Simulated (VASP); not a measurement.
# Al16Cl in VASP: further runs

Al16Cl is run at these levels: PBE; tasks: single point.

All numbers are computed with VASP 6.6.1; they aren't measurements. Logs are shortened: lines on timing, memory, paths and dates and some standing lists are left out, and cuts for length are marked.

**1. The cell of the first run**

The cell holds a slab with vacuum, 17 atoms: a = 5.714 Å, b = 8.080 Å, c = 19.743 Å, α = 90.00°, β = 90.00°, γ = 90.00°.

**2. Single point, PBE**

The input, INCAR:

```
ALGO = Normal
DIPOL = 0.5 0.5 0.324
EDIFF = 1E-6
ENCUT = 520
GGA = PE
IDIPOL = 3
ISIF = 2
ISMEAR = 0
LASPH = T
LCHARG = T
LDIPOL = T
LELF = T
LREAL = Auto
LVACPOTAV = T
LVHAR = T
LWAVE = F
NBANDS = 42
NELM = 60
PREC = Accurate
SIGMA = 0.1
```

The input, KPOINTS:

```
k-points
0
Gamma
  5 4 1
```

The input, POSCAR:

```
Al16Cl
1.0
    5.7135165838      0.0000000000      0.0000000000
    0.0000000000      8.0801326417      0.0000000000
    0.0000000000      0.0000000000     19.7432787023
Al Cl
16 1
Direct
    0.2500000000      0.2500000000      0.2026005944
    0.2500000000      0.7500000000      0.2026005944
    0.7500000000      0.2500000000      0.2026005944
    0.7500000000      0.7500000000      0.2026005944
    0.0000000000      0.0000000000      0.2749482104
    0.0000000000      0.5000000000      0.2749482104
    0.5000000000      0.0000000000      0.2749482104
    0.5000000000      0.5000000000      0.2749482104
    0.2500000000      0.2500000000      0.3495466405
    0.2500000000      0.7500000000      0.3495466405
    0.7500000000      0.2500000000      0.3495466405
    0.7500000000      0.7500000000      0.3495466405
    0.0000000000      0.0000000000      0.4175232912
    0.0000000000      0.5000000000      0.4175232912
    0.5000000000      0.0000000000      0.4175232912
    0.5000000000      0.5000000000      0.4175232912
    0.0000000000      0.1000000000      0.5210638201
```

Potentials or basis: VASP PAW PBE potentials, release 64 (Al, Cl).

Command:

```sh
$ cat potpaw_PBE.64/Al/POTCAR potpaw_PBE.64/Cl/POTCAR > POTCAR
$ mpirun -np 1 vasp_std > vasp.out
```

OUTCAR:

```text
EDIFF = 1E-6
   ENCUT = 520
   GGA = PE
   ISIF = 2
   ISMEAR = 0
   LASPH = T
   LREAL = Auto
   NELM = 60
   PREC = Accurate

 ion  position               nearest neighbor table
   1  0.250  0.250  0.203-   3 2.86   3 2.86   6 2.86   7 2.86   8 2.86   5 2.86   9 2.90
   2  0.250  0.750  0.203-   4 2.86   4 2.86   6 2.86   7 2.86   8 2.86   5 2.86  10 2.90
   3  0.750  0.250  0.203-   1 2.86   1 2.86   6 2.86   7 2.86   8 2.86   5 2.86  11 2.90
   4  0.750  0.750  0.203-   2 2.86   2 2.86   6 2.86   7 2.86   8 2.86   5 2.86  12 2.90
   5  0.000  0.000  0.275-  13 2.81   7 2.86   7 2.86   4 2.86   1 2.86   2 2.86   3 2.86  11 2.88
                            12 2.88   9 2.88  10 2.88
   6  0.000  0.500  0.275-  14 2.81   8 2.86   8 2.86   4 2.86   1 2.86   2 2.86   3 2.86  11 2.88
                            12 2.88   9 2.88  10 2.88
   7  0.500  0.000  0.275-  15 2.81   5 2.86   5 2.86   4 2.86   1 2.86   2 2.86   3 2.86  11 2.88
                            12 2.88   9 2.88  10 2.88
   8  0.500  0.500  0.275-  16 2.81   6 2.86   6 2.86   4 2.86   1 2.86   2 2.86   3 2.86  11 2.88
                            12 2.88   9 2.88  10 2.88
   9  0.250  0.250  0.350-  13 2.81  14 2.81  15 2.81  16 2.81  11 2.86  11 2.86   7 2.88   8 2.88
                             5 2.88   6 2.88   1 2.90
  10  0.250  0.750  0.350-  13 2.81  14 2.81  15 2.81  16 2.81  12 2.86  12 2.86   7 2.88   8 2.88
                             5 2.88   6 2.88   2 2.90
  11  0.750  0.250  0.350-  13 2.81  14 2.81  15 2.81  16 2.81   9 2.86   9 2.86   7 2.88   8 2.88
[... 5 lines left out ...]
  14  0.000  0.500  0.418-   9 2.81  10 2.81  11 2.81  12 2.81   6 2.81  16 2.86  16 2.86
  15  0.500  0.000  0.418-   9 2.81  10 2.81  11 2.81  12 2.81   7 2.81  13 2.86  13 2.86
  16  0.500  0.500  0.418-   9 2.81  10 2.81  11 2.81  12 2.81   8 2.81  14 2.86  14 2.86
  17  0.000  0.100  0.521-  13 2.20

  LATTYP: Found a simple orthorhombic cell.
 ALAT       =     5.7135165838
 B/A-ratio  =     1.4142135624
 C/A-ratio  =     3.4555388810

  Lattice vectors:

 A1 = (   5.7135165838,   0.0000000000,   0.0000000000)
 A2 = (   0.0000000000,   8.0801326417,   0.0000000000)
 A3 = (   0.0000000000,   0.0000000000,  19.7432787023)

Analysis of symmetry for initial positions (statically):
=====================================================================
 Subroutine PRICEL returns:
 Original cell was already a primitive cell.

 Routine SETGRP: Setting up the symmetry group for a
 simple orthorhombic supercell.

 Subroutine GETGRP returns: Found  2 space group operations
 (whereof  2 operations were pure point group operations)
 out of a pool of  8 trial point group operations.

The static configuration has the point symmetry C_1h.

Analysis of symmetry for dynamics (positions and initial velocities):
=====================================================================
 Subroutine PRICEL returns:
[... 140 lines left out ...]
   IALGO  =     38    algorithm
   IMIX   =      4    mixing-type and parameters
     AMIX     =   0.40;   BMIX     =  1.00
     AMIX_MAG =   1.60;   BMIX_MAG =  1.00
  volume/ion in A,a.u.               =      53.62       361.82
  Fermi-wavevector in a.u.,A,eV,Ry     =   0.642119  1.213428  5.609905  0.412316
  Thomas-Fermi vector in A             =   1.708683
   LORBIT       =      0    0 simple, 1 ext, 2 COOP (PROOUT), +10 PAW based schemes
   GGA     = PE    functional components
   LHFCALC =     F    Hartree Fock is set to
   AEXX    =    0.0000 exact exchange contribution
   IVDW    =     0    specifies the selected vdW correction
   LEPSILON=     F    determine dielectric tensor
   LRPA    =     F    only Hartree local field effects (RPA)
 non-spin polarized calculation
 Gauss-broadening in eV      SIGMA  =   0.10
  energy-cutoff  :      520.00
  volume of cell :      911.47
 maximum number of plane-waves:     24626
   NGX = 21   NGY = 31   NGZ = 73

 dipolmoment           0.000000      0.000000     -0.117427 electrons x Angstroem

 number of electron      55.0000002 magnetization

 dipolmoment           0.000000      0.000000      0.216403 electrons x Angstroem

 Free energy of the ion-electron system (eV)
  ---------------------------------------------------
  ext. energy  EPLUGINS =         0.00000000
  ---------------------------------------------------
  free energy    TOTEN  =       -58.48044071 eV

  energy without entropy =      -58.44304506  energy(sigma->0) =      -58.46174289

 E-fermi :  -0.6212     XC(G=0):  -4.2080

 val. band max:       -0.6387175192   @ k =   0.0000   0.2500   0.0000
 cond. band min:      -0.6202789859   @ k =   0.2000   0.2500   0.0000
 fundamental gap:      0.0184385333
 Fermi energy:        -0.6212424654

 k-point     1 :       0.0000    0.0000    0.0000
  band No.  band energies     occupation
      1     -15.9106      2.00000
      2     -10.8364      2.00000
      3      -8.6691      2.00000
      4      -8.5910      2.00000
      5      -8.4106      2.00000
      6      -6.4911      2.00000
[... 367 lines left out ...]
     38       2.0677      0.00000
     39       2.2188      0.00000
 [bands above 39 left out]

------------------------ aborting loop because EDIFF is reached ----------------------------------------

  FORCE on cell =-STRESS in cart. coord.  units (eV):
  Direction    XX          YY          ZZ          XY          YZ          ZX
  --------------------------------------------------------------------------------------
  -------------------------------------------------------------------------------------
  Total      -12.5945778     -3.4289694     -0.5484581      0.0000000     -0.4170421      0.0000000
  in kB      -22.1387419     -6.0274406     -0.9640793      0.0000000     -0.7330764      0.0000000
  external PRESSURE =      -9.7100872 kB  Pullay stress =       0.0000000 kB

 VOLUME and BASIS-vectors are now :
 -----------------------------------------------------------------------------
  energy-cutoff  :      520.00
  volume of cell :      911.47
      direct lattice vectors                 reciprocal lattice vectors
     5.713516584  0.000000000  0.000000000     0.175023558  0.000000000  0.000000000
     0.000000000  8.080132642  0.000000000     0.000000000  0.123760345  0.000000000
     0.000000000  0.000000000 19.743278702     0.000000000  0.000000000  0.050650149

 POSITION                                       TOTAL-FORCE (eV/Angst)
 -----------------------------------------------------------------------------------
      1.42838      2.02003      4.00000        -0.022145     -0.001174      0.206101
      1.42838      6.06010      4.00000         0.052213     -0.022262      0.191643
      4.28514      2.02003      4.00000         0.022145     -0.001174      0.206101
      4.28514      6.06010      4.00000        -0.052213     -0.022262      0.191643
      0.00000      0.00000      5.42838         0.000000      0.018829     -0.306353
      0.00000      4.04007      5.42838         0.000000      0.007057     -0.193675
[... 9 lines left out ...]
      2.85676      4.04007      8.24328         0.000000      0.011902      0.003337
      0.00000      0.80801     10.28751         0.000000     -0.187830     -0.012082
 -----------------------------------------------------------------------------------
    total drift:                                0.000000     -0.000468      0.000274

  FREE ENERGIE OF THE ION-ELECTRON SYSTEM (eV)
  ---------------------------------------------------
  free  energy   TOTEN  =       -58.4804407146 eV

  energy  without entropy=      -58.4430450614  energy(sigma->0) =      -58.46174289

 vacuum level on the upper side and lower side of the slab         4.362         3.514
```

stdout:

```text
POSCAR found type information on POSCAR AlCl
 POSCAR found :  2 types and      17 ions
 scaLAPACK will be used
 LDA part: xc-table for (Slater+PW92), standard interpolation
 POSCAR, INCAR and KPOINTS ok, starting setup
 FFT: planning ... GRIDC
 FFT: planning ... GRID_SOFT
 FFT: planning ... GRID
 WAVECAR not read
 entering main loop
 -----------------------------------------------------------------------------
|                                                                             |
|           W    W    AA    RRRRR   N    N  II  N    N   GGGG   !!!           |
|           W    W   A  A   R    R  NN   N  II  NN   N  G    G  !!!           |
|           W    W  A    A  R    R  N N  N  II  N N  N  G       !!!           |
|           W WW W  AAAAAA  RRRRR   N  N N  II  N  N N  G  GGG   !            |
|           WW  WW  A    A  R   R   N   NN  II  N   NN  G    G                |
|           W    W  A    A  R    R  N    N  II  N    N   GGGG   !!!           |
|                                                                             |
|     Did not find any points to average over, which means that no vacuum     |
|     field-free region was found. Please increase the size of  your cell     |
|     in the dimension of the dipole correction to obtain accurate            |
|     workfunction values.                                                    |
|                                                                             |
 -----------------------------------------------------------------------------
```

It took 17 min on 1 thread of Intel Xeon 8259CL, shared host; peak memory 0.83 GiB.

What came out:

```
Free energy            : -58.4804 eV
Largest force          : 0.484 eV/Å
Band gap on the k mesh : zero (an odd number of electrons rules out a gap without spin polarisation)
```

Forces in eV/Å, atoms in the order of the input:
```
Al  -0.022 -0.001  0.206
Al   0.052 -0.022  0.192
Al   0.022 -0.001  0.206
Al  -0.052 -0.022  0.192
Al   0.000  0.019 -0.306
Al   0.000  0.007 -0.194
Al   0.000 -0.047 -0.224
Al   0.000  0.019 -0.204
Al   0.068 -0.018 -0.120
Al   0.062  0.106  0.037
Al  -0.068 -0.018 -0.120
Al  -0.062  0.106  0.037
Al   0.000  0.157  0.458
Al   0.000 -0.016  0.055
Al   0.000 -0.093 -0.206
Al   0.000  0.012  0.003
Cl   0.000 -0.188 -0.012
```

Levels at points of the mesh, in eV from the Fermi level:
```tsv
k point	band 26	band 27	band 28	band 29	band 30	band 31
(0.00, 0.00, 0.00)	-0.79	-0.62	-0.50	-0.03	0.16	0.32
(0.00, 0.50, 0.00)	-0.86	-0.85	-0.61	0.25	0.31	0.41
```

**3. Single point, PBE**

The input, INCAR:

```
  PREC = Accurate
  ENCUT = 520
  EDIFF = 1E-6
  ISMEAR = 0
  SIGMA = 0.1
  LREAL = Auto
  LASPH = True
  NELM = 100
  ALGO = Normal
  ISIF = 2
  LWAVE = False
  LCHARG = False
  LDIPOL = True
  IDIPOL = 3
  DIPOL = 0.5 0.5 0.323
  GGA = PE
  NBANDS = 42
```

The input, KPOINTS:

```
regular mesh
0
Gamma
  5 4 1
```

Edit POSCAR of step 2 so:

```diff
@@ -24,2 +24,2 @@
     0.5000000000      0.5000000000      0.4175232912
-    0.0000000000      0.1000000000      0.5210638201
+    0.1666666667      0.0000000000      0.5208421118
```

Potentials or basis: VASP PAW PBE potentials, release 64 (Al, Cl).

Command:

```sh
$ cat potpaw_PBE.64/Al/POTCAR potpaw_PBE.64/Cl/POTCAR > POTCAR
$ mpirun -np 1 vasp_std > vasp.out
```

Run time: 17 min. Hardware: 1 thread of Intel Xeon 8259CL, shared host; peak memory 0.83 GiB.

It converged, with:

```
Free energy            : -58.4642 eV
Largest force          : 0.444 eV/Å
Band gap on the k mesh : zero (an odd number of electrons rules out a gap without spin polarisation)
```

Forces in eV/Å, atoms in the order of the input:
```
Al  -0.009 -0.025  0.207
Al  -0.009  0.025  0.207
Al   0.029 -0.003  0.220
Al   0.029  0.003  0.220
Al  -0.139  0.000 -0.324
Al  -0.026  0.000 -0.180
Al   0.188  0.000 -0.271
Al   0.021  0.000 -0.176
Al   0.060 -0.037 -0.040
Al   0.060  0.037 -0.040
Al  -0.009 -0.062 -0.003
Al  -0.009  0.062 -0.003
Al  -0.389  0.000  0.214
Al  -0.009  0.000  0.024
Al   0.319  0.000 -0.037
Al  -0.002  0.000  0.012
Cl  -0.105  0.000 -0.029
```

Levels at points of the mesh, in eV from the Fermi level:
```csv
k point,band 24,band 25,band 26,band 27,band 28,band 29,band 30,band 31,band 32,band 33
"(0.00, 0.00, 0.00)",-1.56,-0.93,-0.82,-0.66,-0.54,-0.01,0.17,0.22,1.33,1.39
"(0.00, 0.50, 0.00)",-0.95,-0.95,-0.88,-0.87,-0.55,0.23,0.27,0.50,0.84,1.20
```

**4. Single point, PBE**

The input, INCAR:

```
SYSTEM = Al16Cl
PREC = Accurate ; ENCUT = 520
EDIFF = 1E-7 ; ISMEAR = 0
SIGMA = 0.1 ; LREAL = Auto
LASPH = .True. ; NELM = 80
ALGO = Normal ; ISIF = 2
LWAVE = .False. ; LCHARG = .False.
LDIPOL = .True. ; IDIPOL = 3
DIPOL = 0.5 0.5 0.323 ; GGA = PE
NBANDS = 42
```

The input, KPOINTS:

```
Automatic mesh
0
Gamma
  5 4 1
  0 0 0
```

Edit POSCAR of step 3 so:

```diff
@@ -24,2 +24,2 @@
     0.5000000000      0.5000000000      0.4175232912
-    0.1666666667      0.0000000000      0.5208421118
+    0.0000000000      0.2000000000      0.5057781663
```

Command:

```sh
$ cat potpaw_PBE.64/Al/POTCAR potpaw_PBE.64/Cl/POTCAR > POTCAR
$ mpirun -np 1 vasp_std > vasp.out
```

It took 16 min on 1 thread of Intel Xeon 8259CL, shared host; peak memory 0.83 GiB.

The run converged. Its results:

```yaml
Free_energy: -58.2393 eV
Largest_force: 0.822 eV/Å
Band_gap_on_the_k_mesh: zero (an odd number of electrons rules out a gap without spin polarisation)
```

Forces in eV/Å, atoms in the order of the input:
```
Al  -0.021 -0.002  0.198
Al   0.183 -0.018  0.140
Al   0.021 -0.002  0.198
Al  -0.183 -0.018  0.140
Al   0.000  0.025 -0.217
Al   0.000 -0.004 -0.207
Al   0.000 -0.111 -0.185
Al   0.000  0.086 -0.221
Al   0.124  0.008 -0.245
Al   0.073  0.089  0.014
Al  -0.124  0.008 -0.245
Al  -0.073  0.089  0.014
Al   0.000  0.509  0.646
Al   0.000 -0.189  0.204
Al   0.000 -0.177 -0.157
Al   0.000  0.068 -0.073
Cl   0.000 -0.362 -0.006
```

Levels at points of the mesh, in eV from the Fermi level:
```
           k point  band 25  band 26  band 27  band 28  band 29  band 30  band 31  band 32
(0.00, 0.00, 0.00)    -1.19    -0.73    -0.62    -0.48     0.01     0.14     0.34     1.38
(0.00, 0.50, 0.00)    -0.87    -0.86    -0.83    -0.66     0.25     0.37     0.39     0.67
```

**5. The runs side by side**

| cell | gap on the mesh (eV) | largest force (eV/Å) |
| --- | --- | --- |
| as given, atomic positions A | none | 0.48 |
| as given, atomic positions B | none | 0.44 |
| as given, atomic positions C | none | 0.82 |

Alike in all rows: task single point; level PBE; potentials or basis VASP PAW PBE potentials, release 64 (Al, Cl); no spin polarisation; k mesh 5 × 4 × 1; cutoff (eV) 520; smearing gaussian 0.1 eV.

Total energies depend on the potentials used, so only differences within one code and one set of settings carry meaning.

The gap in the log of VASP goes by the Fermi energy; the results here count the filled bands.